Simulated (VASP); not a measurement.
# Al2BC3 (P-6m2) in VASP: a series of runs

Al2BC3 is run at these levels: PBE; tasks: relaxation of cell and atoms.

Everything below comes from runs of VASP 6.6.1. Logs are shortened: lines on timing, memory, paths and dates and some standing lists are left out, and cuts for length are marked.

### Step 1. The cell of the first run

The structure is hexagonal, space group P-6m2 (No. 187). The conventional cell has a = 3.529 Å, b = 3.529 Å, c = 7.068 Å, α = 90.00°, β = 90.00°, γ = 120.00°. Al (site symmetry 3m) has 9 C at 2.64 to 2.76 Å and 3 B at 2.64 Å and 8 Al at 3.36 to 3.71 Å within 3.8 Å. Within 2.7 Å of B (site symmetry -6m2) lie 3 C at 2.04 Å and 6 Al at 2.64 Å. C (site symmetry -6m2) has 3 C at 2.04 Å and 6 Al at 2.76 Å within 2.8 Å. Within 2.7 Å of C (site symmetry -6m2) lie 3 B at 2.04 Å and 6 Al at 2.64 Å. C (site symmetry -6m2) has 3 C at 2.04 Å and 6 Al at 2.76 Å within 2.8 Å.

The cell was generated, and may not be a known phase.

### Step 2. Relaxation of cell and atoms, PBE

File INCAR:

```
ALGO = Normal
EDIFF = 1E-7
EDIFFG = -0.04
ENCUT = 910
GGA = PE
GGA_COMPAT = F
IBRION = 2
ISIF = 3
ISMEAR = 0
LASPH = T
LCHARG = F
LREAL = F
LWAVE = F
NELM = 120
NELMIN = 4
NSW = 90
PREC = Accurate
SIGMA = 0.1
```

File KPOINTS:

```
k-points
0
Gamma
  6 6 4
```

File POSCAR:

```
Al2BC3
1.0
    3.5291978600      0.0000000000      0.0000000000
   -1.7645989300      3.0563750000      0.0000000000
    0.0000000000      0.0000000000      7.0684644300
Al B C
2 1 3
Direct
    0.6666666700      0.3333333300      0.2376510100
    0.6666666700      0.3333333300      0.7623489900
    0.0000000000      0.0000000000      0.0000000000
    0.0000000000      0.0000000000      0.5000000000
    0.3333333300      0.6666666700      0.0000000000
    0.3333333300      0.6666666700      0.5000000000
```

Potentials or basis: VASP PAW PBE potentials, release 64 (Al, B_h, C_h).

Command:

```console
$ cat potpaw_PBE.64/Al/POTCAR potpaw_PBE.64/B_h/POTCAR potpaw_PBE.64/C_h/POTCAR > POTCAR
$ mpirun -np 1 vasp_std > vasp.out
```

OUTCAR:

```text
EDIFF = 1E-7
   EDIFFG = -0.04
   ENCUT = 910
   GGA = PE
   IBRION = 2
   ISIF = 3
   ISMEAR = 0
   LASPH = T
   LREAL = F
   NELM = 120
   NELMIN = 4
   NSW = 90
   PREC = Accurate

 ion  position               nearest neighbor table
   1  0.667  0.333  0.238-   2 3.36
   2  0.667  0.333  0.762-   1 3.36
   3  0.000  0.000  0.000-
   4  0.000  0.000  0.500-
   5  0.333  0.667  0.000-
   6  0.333  0.667  0.500-

  LATTYP: Found a hexagonal cell.
 ALAT       =     3.5291978600
 C/A-ratio  =     2.0028529741

  Lattice vectors:

 A1 = (   3.5291978600,   0.0000000000,   0.0000000000)
 A2 = (  -1.7645989300,   3.0563750000,   0.0000000000)
 A3 = (   0.0000000000,   0.0000000000,   7.0684644300)

Analysis of symmetry for initial positions (statically):
=====================================================================
 Subroutine PRICEL returns:
 Original cell was already a primitive cell.

 Routine SETGRP: Setting up the symmetry group for a
 hexagonal supercell.

 Subroutine GETGRP returns: Found 12 space group operations
 (whereof 12 operations were pure point group operations)
 out of a pool of 24 trial point group operations.

The static configuration has the point symmetry D_3h.

Analysis of symmetry for dynamics (positions and initial velocities):
=====================================================================
 Subroutine PRICEL returns:
 Original cell was already a primitive cell.

 Routine SETGRP: Setting up the symmetry group for a
 hexagonal supercell.

 Subroutine GETGRP returns: Found 12 space group operations
 (whereof 12 operations were pure point group operations)
 out of a pool of 24 trial point group operations.

The dynamic configuration has the point symmetry D_3h.

 Subroutine INISYM returns: Found 12 space group operations
 (whereof 12 operations are pure point group operations),
 and found     1 'primitive' translations

----------------------------------------------------------------------------------------

                                     Primitive cell

  volume of cell :      76.2444

  direct lattice vectors                    reciprocal lattice vectors
     3.529197860  0.000000000  0.000000000     0.283350506  0.163592491  0.000000000
    -1.764598930  3.056375000  0.000000000     0.000000000  0.327184982  0.000000000
     0.000000000  0.000000000  7.068464430     0.000000000  0.000000000  0.141473443

  length of vectors
     3.529197860  3.529197858  7.068464430     0.327184982  0.327184982  0.141473443

  position of ions in fractional coordinates (direct lattice)
     0.666666670  0.333333330  0.237651010
     0.666666670  0.333333330  0.762348990
     0.000000000  0.000000000  0.000000000
     0.000000000  0.000000000  0.500000000
     0.333333330  0.666666670  0.000000000
     0.333333330  0.666666670  0.500000000

  ion indices of the primitive-cell ions
   primitive index   ion index
                 1           1
                 2           2
                 3           3
                 4           4
                 5           5
                 6           6

----------------------------------------------------------------------------------------

 KPOINTS: k-points

Automatic generation of k-mesh.
 Grid dimensions read from file:
 generate k-points for:    6    6    4

 Generating k-lattice:

  Cartesian coordinates                     Fractional coordinates (reciprocal lattice)
     0.047225084  0.027265415  0.000000000     0.166666667  0.000000000  0.000000000
     0.000000000  0.054530830  0.000000000     0.000000000  0.166666667  0.000000000
     0.000000000  0.000000000  0.035368361     0.000000000  0.000000000  0.250000000

  Length of vectors
     0.054530830  0.054530830  0.035368361

  Shift w.r.t. Gamma in fractional coordinates (k-lattice)
     0.000000000  0.000000000  0.000000000

 Subroutine IBZKPT returns following result:
 ===========================================

 Found     21 irreducible k-points:

 Following reciprocal coordinates:
            Coordinates               Weight
  0.000000  0.000000  0.000000      1.000000
  0.166667  0.000000  0.000000      6.000000
  0.333333  0.000000  0.000000      6.000000
  0.500000  0.000000  0.000000      3.000000
  0.166667  0.166667  0.000000      6.000000
  0.333333  0.166667  0.000000     12.000000
[... 13 lines left out ...]
  0.333333  0.166667  0.500000     12.000000
  0.333333  0.333333  0.500000      2.000000
   k-points           NKPTS =     21   k-points in BZ     NKDIM =     21   number of bands    NBANDS=     14
   number of dos      NEDOS =    301   number of ions     NIONS =      6
   total plane-waves  NPLWV =  90720
   dimension x,y,z NGX =    36 NGY =   36 NGZ =   70
   dimension x,y,z NGXF=    72 NGYF=   72 NGZF=  140
   ions per type =               2   1   3
   NGX,Y,Z   is equivalent  to a cutoff of  16.96, 16.96, 16.46 a.u.
   NGXF,Y,Z  is equivalent  to a cutoff of  33.92, 33.92, 32.93 a.u.
 SYSTEM =  unknown system
   PREC   = accura    normal or accurate (medium, high low for compatibility)
   ISTART =      0    job   : 0-new  1-cont  2-samecut
   ICHARG =      2    charge: 1-file 2-atom 10-const
   ISPIN  =      1    spin polarized calculation?
   LNONCOLLINEAR =      F non collinear calculations
   LSORBIT =      F    spin-orbit coupling
   LASPH  =      T    aspherical Exc in radial PAW
   ENCUT  =  910.0 eV  66.88 Ry    8.18 a.u.   8.68  8.68 17.39*2*pi/ulx,y,z
   NELM   =    120;   NELMIN=  4; NELMDL= -5     # of ELM steps
   EDIFF  = 0.1E-06   stopping-criterion for ELM
   LREAL  =      F    real-space projection
   EDIFFG = -.4E-01   stopping-criterion for IOM
   NSW    =     90    number of steps for IOM
   IBRION =      2    ionic relax: 0-MD 1-quasi-New 2-CG
   NFREE  =      1    steps in history (QN), initial steepest desc. (CG)
   ISIF   =      3    stress and relaxation
   ISYM   =      2    0-nonsym 1-usesym 2-fastsym
   POTIM  = 0.5000    time-step for ionic-motion
   TEBEG  =    0.0;   TEEND  =   0.0 temperature during run
   PSTRESS=    0.0 pullay stress
   NELECT =      21.0000    total number of electrons
   NUPDOWN=      -1.0000    fix difference up-down
   EMIN   =  10.00;   EMAX   =-10.00  energy-range for DOS
   EFERMI =   0.00;   METHOD = LEGACY
   ISMEAR =     0;   SIGMA  =   0.10  broadening in eV -4-tet -1-fermi 0-gaus
   EFERMI_NEDOS =   21; number of points for ismear=-14 and -15
   IALGO  =     38    algorithm
   IMIX   =      4    mixing-type and parameters
     AMIX     =   0.40;   BMIX     =  1.00
     AMIX_MAG =   1.60;   BMIX_MAG =  1.00
  volume/ion in A,a.u.               =      12.71        85.75
  Fermi-wavevector in a.u.,A,eV,Ry     =   1.065153  2.012847 15.436504  1.134551
  Thomas-Fermi vector in A             =   2.200695
   LORBIT       =      0    0 simple, 1 ext, 2 COOP (PROOUT), +10 PAW based schemes
   GGA     = PE    functional components
   LHFCALC =     F    Hartree Fock is set to
   AEXX    =    0.0000 exact exchange contribution
   IVDW    =     0    specifies the selected vdW correction
   LEPSILON=     F    determine dielectric tensor
   LRPA    =     F    only Hartree local field effects (RPA)
 conjugate gradient relaxation of ions
 non-spin polarized calculation
 Gauss-broadening in eV      SIGMA  =   0.10
  energy-cutoff  :      910.00
  volume of cell :       76.24
 maximum number of plane-waves:      4788
 NGX is ok and might be reduce to    36
   NGX = 17   NGY = 17   NGZ = 35

--------------------------------------- Ionic step        1  -------------------------------------------

 number of electron      21.0000000 magnetization

 Free energy of the ion-electron system (eV)
  ---------------------------------------------------
  ext. energy  EPLUGINS =         0.00000000
  ---------------------------------------------------
  free energy    TOTEN  =       -29.68644942 eV

  energy without entropy =      -29.66455240  energy(sigma->0) =      -29.67550091

------------------------ aborting loop because EDIFF is reached ----------------------------------------

  FORCE on cell =-STRESS in cart. coord.  units (eV):
  Direction    XX          YY          ZZ          XY          YZ          ZX
  --------------------------------------------------------------------------------------
  -------------------------------------------------------------------------------------
  Total      -16.1474536    -16.1474536     -7.5704995      0.0000000     -0.0000000      0.0000000
  in kB     -339.3180056   -339.3180052   -159.0843275      0.0000000     -0.0000000      0.0000000
  external PRESSURE =    -279.2401128 kB  Pullay stress =       0.0000000 kB
[... 101 lines left out ...]
  FREE ENERGIE OF THE ION-ELECTRON SYSTEM (eV)
  ---------------------------------------------------
  free  energy   TOTEN  =       -33.7471688520 eV

  energy  without entropy=      -33.7349861749  energy(sigma->0) =      -33.74107751

 E-fermi :  11.4507     XC(G=0): -12.1718

 val. band max:       11.4436004840   @ k =   0.3333   0.1667   0.5000
 cond. band min:      11.4953110365   @ k =   0.0000   0.0000   0.2500
 fundamental gap:      0.0517105524
 Fermi energy:        11.4506605030

 k-point     1 :       0.0000    0.0000    0.0000
  band No.  band energies     occupation
      1     -10.7274      2.00000
      2      -5.0943      2.00000
      3      -1.9260      2.00000
      4       1.8665      2.00000
      5       2.7508      2.00000
      6       5.9650      2.00000
      7       5.9650      2.00000
      8       8.4543      2.00000
      9      11.4954      0.52711
     10      11.4954      0.52711
     11      12.4752      0.00000
     12      16.4265      0.00000
     13      16.4265      0.00000
     14      19.7687      0.00000
[... 326 lines left out ...]
      1      -3.7633      2.00000
      2      -3.7548      2.00000
      3      -1.7105      2.00000
      4       0.6633      2.00000
      5       3.1532      2.00000
      6       3.8067      2.00000
      7       6.5198      2.00000
      8       6.5889      2.00000
      9       8.8401      2.00000
     10       9.4324      2.00000
     11      12.4185      0.00000
     12      13.0224      0.00000
     13      13.2123      0.00000
     14      13.4401      0.00000

[... ionic steps 4 to 22 ...]

--------------------------------------- Ionic step       23  -------------------------------------------

 number of electron      20.9999999 magnetization

------------------------ aborting loop because EDIFF is reached ----------------------------------------
[... 75 lines left out ...]
--------------------------------------- Ionic step       25  -------------------------------------------

 number of electron      20.9999999 magnetization

 Free energy of the ion-electron system (eV)
  ---------------------------------------------------
  ext. energy  EPLUGINS =         0.00000000
  ---------------------------------------------------
  free energy    TOTEN  =       -39.58070557 eV

  energy without entropy =      -39.57555213  energy(sigma->0) =      -39.57812885

 E-fermi :   8.8616     XC(G=0): -11.1807

 val. band max:        8.7628012422   @ k =   0.3333   0.3333   0.2500
 cond. band min:       8.9001768893   @ k =   0.5000   0.0000   0.5000
 fundamental gap:      0.1373756472
 Fermi energy:         8.8616281985

 k-point     1 :       0.0000    0.0000    0.0000
  band No.  band energies     occupation
      1     -10.1584      2.00000
      2      -8.1760      2.00000
      3      -2.5641      2.00000
      4       0.4018      2.00000
      5       0.4517      2.00000
      6       4.8440      2.00000
      7       4.9151      2.00000
      8       4.9151      2.00000
      9       7.5743      2.00000
     10       7.5743      2.00000
     11       9.0064      0.04061
     12      13.8381      0.00000
     13      14.9759      0.00000
     14      14.9759      0.00000
[... 371 lines left out ...]
  FREE ENERGIE OF THE ION-ELECTRON SYSTEM (eV)
  ---------------------------------------------------
  free  energy   TOTEN  =       -39.5807055650 eV

  energy  without entropy=      -39.5755521256  energy(sigma->0) =      -39.57812885

 reached required accuracy - stopping structural energy minimisation
```

Run time: 11 min. Hardware: 1 thread of Intel Xeon Platinum 8488C (Sapphire Rapids), shared host; peak memory 0.35 GiB.

Results:

- Free energy: -39.5807 eV
- Relaxed volume: 9.82 Å³/atom
- Relaxed cell: a = 2.637 Å, b = 2.637 Å, c = 9.787 Å, α = 90.00°, β = 90.00°, γ = 120.00°
- Space group after relaxing (to 0.1 Å): P-6m2 (No. 187)
- Pressure after relaxing: -0.2 GPa
- Largest force after relaxing: 0.021 eV/Å
- Band gap on the k mesh: zero (an odd number of electrons rules out a gap without spin polarisation)

Forces in eV/Å, atoms in the order of the input:
```
Al   0.000  0.000 -0.021
Al   0.000  0.000  0.021
B    0.000  0.000  0.000
C    0.000  0.000  0.000
C    0.000  0.000  0.000
C    0.000  0.000  0.000
```

Final structure:
```
Al B C
1.0
     2.63697    0.00000    0.00000
    -1.31849    2.28369    0.00000
     0.00000    0.00000    9.78657
Al B C
2 1 3
Direct
  0.66667 0.33333 0.21412
  0.66667 0.33333 0.78588
  0.00000 0.00000 0.00000
  0.00000 0.00000 0.50000
  0.33333 0.66667 0.00000
  0.33333 0.66667 0.50000
```

Caveat: the volume moved by over 15 % at a fixed basis, so the end points are rough.

[end of part 1 of 2]

The gap in the log of VASP goes by the Fermi energy; the results here count the filled bands.